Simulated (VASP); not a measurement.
# AgBr (Fm-3m) in VASP: single point with r2SCAN0

Aim: the single point of AgBr with r2SCAN0.

Everything below comes from runs of VASP 6.6.1. Logs are shortened: lines on timing, memory, paths and dates and some standing lists are left out, and cuts for length are marked.

## 1. The cell of the first run

The structure is cubic, space group Fm-3m (No. 225). Conventional cell: a = 5.785 Å, b = 5.785 Å, c = 5.785 Å, α = 90.00°, β = 90.00°, γ = 90.00°. Within 3.8 Å of Ag (site symmetry m-3m) lie 6 Br at 2.89 Å. Br (site symmetry m-3m) has 6 Ag at 2.89 Å within 3.8 Å.

## 2. Single point, r2SCAN0

POSCAR reads:

```
AgBr
1.0
    0.0000000000      2.8927339603      2.8927339603
    2.8927339603      0.0000000000      2.8927339603
    2.8927339603      2.8927339603      0.0000000000
Ag Br
1 1
Direct
    0.0000000000      0.0000000000      0.0000000000
    0.5000000000      0.5000000000      0.5000000000
```

INCAR.step1 reads:

```
SYSTEM = AgBr
PREC = Accurate ; ENCUT = 440
EDIFF = 1E-5 ; ISMEAR = 0
SIGMA = 0.01 ; LREAL = .False.
LASPH = .True. ; NELM = 120
ALGO = Normal ; ISIF = 2
LWAVE = .True. ; LCHARG = .False.
NBANDS = 16 ; GGA = PE
GGA_COMPAT = .False.
```

INCAR.step2 reads:

```
SYSTEM = AgBr
PREC = Accurate ; ENCUT = 440
EDIFF = 1E-6 ; ISMEAR = 0
SIGMA = 0.01 ; LREAL = .False.
LASPH = .True. ; NELM = 120
ALGO = Normal ; ISIF = 2
LWAVE = .False. ; LCHARG = .False.
METAGGA = R2SCAN ; LHFCALC = .True.
AEXX = 0.25 ; LMIXTAU = .True.
PRECFOCK = Normal ; NBANDS = 16
ISTART = 1 ; GGA_COMPAT = .False.
```

KPOINTS reads:

```
regular mesh
0
Gamma
  6 6 6
  0 0 0
```

Potentials or basis: VASP PAW PBE potentials, release 64 (Ag, Br).

Launch:

```
> cat potpaw_PBE.64/Ag/POTCAR potpaw_PBE.64/Br/POTCAR > POTCAR
> cp INCAR.step1 INCAR
> mpirun -np 1 vasp_std > vasp.out
> cp INCAR.step2 INCAR
> mpirun -np 1 vasp_std > vasp.out
```

OUTCAR:

```text
SYSTEM = AgBr
   PREC = Accurate
   ENCUT = 440
   EDIFF = 1E-6
   ISMEAR = 0
   LREAL = .False.
   LASPH = .True.
   NELM = 120
   ISIF = 2
   METAGGA = R2SCAN
   LHFCALC = .True.
   AEXX = 0.25
   PRECFOCK = Normal
   ISTART = 1

 ion  position               nearest neighbor table
   1  0.000  0.000  0.000-   2 2.89   2 2.89   2 2.89   2 2.89   2 2.89   2 2.89
   2  0.500  0.500  0.500-   1 2.89   1 2.89   1 2.89   1 2.89   1 2.89   1 2.89

  LATTYP: Found a face centered cubic cell.
 ALAT       =     5.7854679206

  Lattice vectors:

 A1 = (   0.0000000000,   2.8927339603,   2.8927339603)
 A2 = (   2.8927339603,   0.0000000000,   2.8927339603)
 A3 = (   2.8927339603,   2.8927339603,   0.0000000000)

Analysis of symmetry for initial positions (statically):
=====================================================================
 Subroutine PRICEL returns:
 Original cell was already a primitive cell.

 Routine SETGRP: Setting up the symmetry group for a
 face centered cubic supercell.

 Subroutine GETGRP returns: Found 48 space group operations
 (whereof 48 operations were pure point group operations)
 out of a pool of 48 trial point group operations.

The static configuration has the point symmetry O_h .

Analysis of symmetry for dynamics (positions and initial velocities):
=====================================================================
 Subroutine PRICEL returns:
 Original cell was already a primitive cell.

 Routine SETGRP: Setting up the symmetry group for a
 face centered cubic supercell.

 Subroutine GETGRP returns: Found 48 space group operations
 (whereof 48 operations were pure point group operations)
 out of a pool of 48 trial point group operations.

The dynamic configuration has the point symmetry O_h .

 Subroutine INISYM returns: Found 48 space group operations
 (whereof 48 operations are pure point group operations),
 and found     1 'primitive' translations

----------------------------------------------------------------------------------------

                                     Primitive cell

  volume of cell :      48.4123

  direct lattice vectors                    reciprocal lattice vectors
     0.000000000  2.892733960  2.892733960    -0.172846866  0.172846866  0.172846866
     2.892733960  0.000000000  2.892733960     0.172846866 -0.172846866  0.172846866
     2.892733960  2.892733960  0.000000000     0.172846866  0.172846866 -0.172846866

  length of vectors
     4.090943599  4.090943599  4.090943599     0.299379554  0.299379554  0.299379554

  position of ions in fractional coordinates (direct lattice)
     0.000000000  0.000000000  0.000000000
     0.500000000  0.500000000  0.500000000

  ion indices of the primitive-cell ions
   primitive index   ion index
                 1           1
                 2           2

----------------------------------------------------------------------------------------

 KPOINTS: regular mesh

Automatic generation of k-mesh.
 Grid dimensions read from file:
 generate k-points for:    6    6    6

 Generating k-lattice:

  Cartesian coordinates                     Fractional coordinates (reciprocal lattice)
    -0.028807811  0.028807811  0.028807811     0.166666667  0.000000000  0.000000000
     0.028807811 -0.028807811  0.028807811     0.000000000  0.166666667  0.000000000
     0.028807811  0.028807811 -0.028807811     0.000000000  0.000000000  0.166666667

  Length of vectors
     0.049896592  0.049896592  0.049896592

  Shift w.r.t. Gamma in fractional coordinates (k-lattice)
     0.000000000  0.000000000  0.000000000

 Subroutine IBZKPT returns following result:
 ===========================================

 Found     16 irreducible k-points:

 Following reciprocal coordinates:
            Coordinates               Weight
  0.000000  0.000000  0.000000      1.000000
  0.166667  0.000000  0.000000      8.000000
  0.333333  0.000000  0.000000      8.000000
  0.500000  0.000000  0.000000      4.000000
  0.166667  0.166667  0.000000      6.000000
  0.333333  0.166667  0.000000     24.000000
[... 8 lines left out ...]
 -0.333333  0.333333  0.166667     24.000000
 -0.333333  0.500000  0.166667     12.000000
   k-points           NKPTS =     16   k-points in BZ     NKDIM =    216   number of bands    NBANDS=     16
   number of dos      NEDOS =    301   number of ions     NIONS =      2
   total plane-waves  NPLWV =  21952
   dimension x,y,z NGX =    28 NGY =   28 NGZ =   28
   dimension x,y,z NGXF=    56 NGYF=   56 NGZF=   56
   ions per type =               1   1
   NGX,Y,Z   is equivalent  to a cutoff of  11.38, 11.38, 11.38 a.u.
   NGXF,Y,Z  is equivalent  to a cutoff of  22.76, 22.76, 22.76 a.u.
 SYSTEM =  AgBr
   PREC   = accura    normal or accurate (medium, high low for compatibility)
   ISTART =      1    job   : 0-new  1-cont  2-samecut
   ICHARG =      0    charge: 1-file 2-atom 10-const
   ISPIN  =      1    spin polarized calculation?
   LNONCOLLINEAR =      F non collinear calculations
   LSORBIT =      F    spin-orbit coupling
   LASPH  =      T    aspherical Exc in radial PAW
   ENCUT  =  440.0 eV  32.34 Ry    5.69 a.u.   7.00  7.00  7.00*2*pi/ulx,y,z
   NELM   =    120;   NELMIN=  2; NELMDL=  0     # of ELM steps
   EDIFF  = 0.1E-05   stopping-criterion for ELM
   LREAL  =      F    real-space projection
   EDIFFG = 0.1E-04   stopping-criterion for IOM
   NSW    =      0    number of steps for IOM
   IBRION =     -1    ionic relax: 0-MD 1-quasi-New 2-CG
   NFREE  =      0    steps in history (QN), initial steepest desc. (CG)
   ISIF   =      2    stress and relaxation
   ISYM   =      3    0-nonsym 1-usesym 2-fastsym
   POTIM  = 0.5000    time-step for ionic-motion
   TEBEG  =    0.0;   TEEND  =   0.0 temperature during run
   PSTRESS=    0.0 pullay stress
   NELECT =      18.0000    total number of electrons
   NUPDOWN=      -1.0000    fix difference up-down
   EMIN   =  10.00;   EMAX   =-10.00  energy-range for DOS
   EFERMI =   0.00;   METHOD = LEGACY
   ISMEAR =     0;   SIGMA  =   0.01  broadening in eV -4-tet -1-fermi 0-gaus
   EFERMI_NEDOS =   21; number of points for ismear=-14 and -15
   IALGO  =     38    algorithm
   IMIX   =      1    mixing-type and parameters
     AMIX     =   0.40;   BMIX     =  1.00
     AMIX_MAG =   1.60;   BMIX_MAG =  1.00
  volume/ion in A,a.u.               =      24.21       163.35
  Fermi-wavevector in a.u.,A,eV,Ry     =   1.177192  2.224570 18.854684  1.385780
  Thomas-Fermi vector in A             =   2.313542
   LORBIT       =      0    0 simple, 1 ext, 2 COOP (PROOUT), +10 PAW based schemes
   METAGGA = R2SCAN    functional components
   LHFCALC =     T    Hartree Fock is set to
   PRECFOCK=normal    Normal, Fast or Accurate (Low or Medium for compatibility)
   ENCUT4O =  -1.0   cutoff for four orbital integrals eV
   NKREDX  =     1    reduce k-point grid by
   NKREDY  =     1    reduce k-point grid by
   NKREDZ  =     1    reduce k-point grid by
   AEXX    =    0.2500 exact exchange contribution
   HFSCREEN=    0.0000 screening length (either q_TF or 0.3 A-1)
   HFSCREENC=   0.0000 screening length for correlation (either q_TF or 0.3 A-1)
   ENCUTFOCK=  -1.0 apply spherical cutoff to Coloumb kernel
   IVDW    =     0    specifies the selected vdW correction
   LEPSILON=     F    determine dielectric tensor
   LRPA    =     F    only Hartree local field effects (RPA)
 non-spin polarized calculation
 Gauss-broadening in eV      SIGMA  =   0.01
  energy-cutoff  :      440.00
  volume of cell :       48.41
 maximum number of plane-waves:      1032
  NGX = 24; NGY = 24; NGZ = 24

 number of electron      17.9999992 magnetization

 Free energy of the ion-electron system (eV)
  ---------------------------------------------------
  ext. energy  EPLUGINS =         0.00000000
  ---------------------------------------------------
  free energy    TOTEN  =       -29.75449341 eV

  energy without entropy =      -29.75449341  energy(sigma->0) =      -29.75449341

 E-fermi :   1.9046     XC(G=0):  -7.9939

 val. band max:        1.8240917382   @ k =   0.5000   0.0000   0.0000
 cond. band min:       4.8938362135   @ k =   0.0000   0.0000   0.0000
 fundamental gap:      3.0697444753
 Fermi energy:         1.9045759459

 k-point     1 :       0.0000    0.0000    0.0000
  band No.  band energies     occupation
      1     -14.5006      2.00000
      2      -1.4577      2.00000
      3      -1.4577      2.00000
      4      -1.4288      2.00000
      5      -1.4288      2.00000
      6      -1.4288      2.00000
[... 8 lines left out ...]
     15      16.6646      0.00000
     16      16.6646      0.00000

 k-point     2 :       0.1667    0.0000    0.0000
  band No.  band energies     occupation
      1     -14.3910      2.00000
      2      -1.9373      2.00000
      3      -1.9373      2.00000
      4      -1.8214      2.00000
      5      -1.3622      2.00000
      6      -1.3622      2.00000
[... 8 lines left out ...]
     15      15.4676      0.00000
     16      15.7695      0.00000

 k-point     3 :       0.3333    0.0000    0.0000
  band No.  band energies     occupation
      1     -14.1571      2.00000
      2      -2.9809      2.00000
      3      -2.5135      2.00000
      4      -2.5135      2.00000
      5      -1.2195      2.00000
      6      -1.2195      2.00000
[... 8 lines left out ...]
     15      16.5733      0.00000
     16      16.5733      0.00000

 k-point     4 :       0.5000    0.0000    0.0000
  band No.  band energies     occupation
      1     -14.0316      2.00000
      2      -3.5222      2.00000
      3      -2.7292      2.00000
      4      -2.7292      2.00000
      5      -1.1461      2.00000
      6      -1.1461      2.00000
[... 8 lines left out ...]
     15      17.8554      0.00000
     16      17.8554      0.00000
[... 172 lines left out ...]
 k-point    14 :       0.5000    0.3333    0.1667
  band No.  band energies     occupation
      1     -14.0506      2.00000
      2      -2.9717      2.00000
      3      -2.4681      2.00000
      4      -2.0150      2.00000
      5      -1.2294      2.00000
      6      -1.1489      2.00000
[... 8 lines left out ...]
     15      18.5283      0.00000
     16      19.9076      0.00000

 k-point    15 :      -0.3333    0.3333    0.1667
  band No.  band energies     occupation
      1     -13.9833      2.00000
      2      -2.8512      2.00000
      3      -2.4550      2.00000
      4      -2.4151      2.00000
      5      -1.1861      2.00000
      6      -1.1186      2.00000
[... 8 lines left out ...]
     15      17.4925      0.00000
     16      19.3686      0.00000

 k-point    16 :      -0.3333    0.5000    0.1667
  band No.  band energies     occupation
      1     -13.9754      2.00000
      2      -2.4329      2.00000
      3      -2.3691      2.00000
      4      -2.0333      2.00000
      5      -1.0492      2.00000
      6      -1.0442      2.00000
[... 8 lines left out ...]
     15      18.3531      0.00000
     16      19.5108      0.00000

------------------------ aborting loop because EDIFF is reached ----------------------------------------

  FORCE on cell =-STRESS in cart. coord.  units (eV):
  Direction    XX          YY          ZZ          XY          YZ          ZX
  --------------------------------------------------------------------------------------
  -------------------------------------------------------------------------------------
  Total        0.0131087      0.0131087      0.0131087      0.0000000      0.0000000     -0.0000000
  in kB        0.4338265      0.4338265      0.4338265      0.0000000      0.0000000     -0.0000000
  external PRESSURE =       0.4338265 kB  Pullay stress =       0.0000000 kB

 VOLUME and BASIS-vectors are now :
 -----------------------------------------------------------------------------
  energy-cutoff  :      440.00
  volume of cell :       48.41
      direct lattice vectors                 reciprocal lattice vectors
     0.000000000  2.892733960  2.892733960    -0.172846866  0.172846866  0.172846866
     2.892733960  0.000000000  2.892733960     0.172846866 -0.172846866  0.172846866
     2.892733960  2.892733960  0.000000000     0.172846866  0.172846866 -0.172846866

 POSITION                                       TOTAL-FORCE (eV/Angst)
 -----------------------------------------------------------------------------------
      0.00000      0.00000      0.00000         0.000000     -0.000000      0.000000
      2.89273      2.89273      2.89273        -0.000000      0.000000     -0.000000
 -----------------------------------------------------------------------------------
    total drift:                                0.000000      0.000000      0.000000

  FREE ENERGIE OF THE ION-ELECTRON SYSTEM (eV)
  ---------------------------------------------------
  free  energy   TOTEN  =       -29.7544934104 eV

  energy  without entropy=      -29.7544934104  energy(sigma->0) =      -29.75449341
```

Run time: 57 min. Hardware: 1 thread of Intel Xeon 8259CL, shared host; peak memory 0.19 GiB.

Results:

```
Free energy            : -29.7545 eV
Pressure               : 0.0 GPa
Band gap on the k mesh : 3.07 eV (least direct gap 4.86 eV)
```

Levels at points of the mesh, in eV from the valence-band top:
| k point | band 5 | band 6 | band 7 | band 8 | band 9 | band 10 | band 11 | band 12 | band 13 | band 14 |
| --- | --- | --- | --- | --- | --- | --- | --- | --- | --- | --- |
| (0.00, 0.00, 0.00) | -3.25 | -3.25 | -1.79 | -1.79 | -1.79 | 3.07 | 12.41 | 12.41 | 12.41 | 13.49 |
| (0.50, 0.00, 0.00) | -2.97 | -2.97 | -2.48 | 0.00 | 0.00 | 6.06 | 9.39 | 9.39 | 9.44 | 14.74 |
| (0.50, 0.50, 0.00) | -2.87 | -2.87 | -2.78 | -2.74 | -2.74 | 4.18 | 9.26 | 11.69 | 13.99 | 13.99 |

Caveat: the PAW data sets were made with another functional, which shifts forces and pressure a little. A k mesh can miss the band edges.
